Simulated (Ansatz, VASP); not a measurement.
**Two plane-wave programs on Si**

INCAR

```
SYSTEM = Si
PREC     = Accurate       ! precision mode
ENCUT    = 520            ! plane-wave cutoff, eV
EDIFF    = 1E-6           ! SCF threshold, eV
ISMEAR   = -1             ! smearing method
SIGMA    = 0.02           ! smearing width, eV
LREAL    = .False.        ! projectors in reciprocal space
LASPH    = .True.         ! aspherical terms in the spheres
NELM     = 60             ! most SCF steps
ALGO     = Normal         ! electronic algorithm
ISIF     = 2              ! what is computed and relaxed
LWAVE    = .False.        ! write WAVECAR
LCHARG   = .True.         ! write CHGCAR
GGA      = PE             ! functional
LELF     = .True.         ! ELF
LVHAR    = .True.       
NBANDS   = 11             ! bands
```

KPOINTS

```
regular mesh
0
Gamma
  8 8 8
  0 0 0
```

Contents of POSCAR:

```
Si
1.0
   -0.0387902063      2.7221197381      2.7221197381
    2.7221197381     -0.0387902063      2.7221197381
    2.6833295318      2.6833295318      0.0000000000
Si
2
Direct
    0.2517876212      0.2517876212      0.2482123788
   -0.0017876212     -0.0017876212      0.0017876212
```

Input for Ansatz:

```yaml
crystal:
  lattice:
    - [-0.0387902063, 2.7221197381, 2.7221197381]
    - [2.7221197381, -0.0387902063, 2.7221197381]
    - [2.6833295318, 2.6833295318, 0.0]
  atoms:
    - { symbol: Si, position: [0.2517876212, 0.2517876212, 0.2482123788] }
    - { symbol: Si, position: [-0.0017876212, -0.0017876212, 0.0017876212] }
kpoints:
  mp_grid: { grid: [8, 8, 8] }
  band_path:
    path:
      - [0.0, 0.0, 0.0]
      - [0.5, 0.0, 0.5]
      - [0.625, 0.25, 0.625]
      - [0.375, 0.375, 0.75]
      - [0.5, 0.5, 0.5]
      - [0.5, 0.25, 0.75]
      - [0.450521, 0.450521, 0.0]
    npoints: 1
hamiltonian:
  xc: pbe
scf:
  occupations: { method: fermi_dirac, width: 0.02 }
  n_extra_bands: 4
output:
  forces: true
  stress: true
  eigenvalues: true
```

Change from the starting cell: shear_xy strain -2.9%.

Alike in both runs: task single point; functional PBE; k mesh 8 × 8 × 8; occupations fermi-dirac, width 0.02 eV; no spin polarisation.

|  | VASP | Ansatz |
| --- | --- | --- |
| version | VASP 6.6.1 | Ansatz 0.2.0 |
| potentials or method | VASP PAW PBE potentials, release 64 (Si) | plane waves, PAW |
| plane-wave cutoff (eV) | 520 | 420 |
| valence electrons in the cell | 8 | 8 |

|  | VASP | Ansatz | Ansatz less VASP |
| --- | --- | --- | --- |
| pressure (GPa) | 1.3 | 1.3 | +0.08 |
| traceless stress, the component that is largest in VASP (GPa) | 2.20 | 2.18 | -0.011 |
| rms of the force components (eV/Å) | 0.007 | 0.008 | +0.0007 |

Atom by atom the forces differ by 0.001 eV/Å (rms over components). With one functional, cell and mesh, what is left measures potentials, basis and numerics.
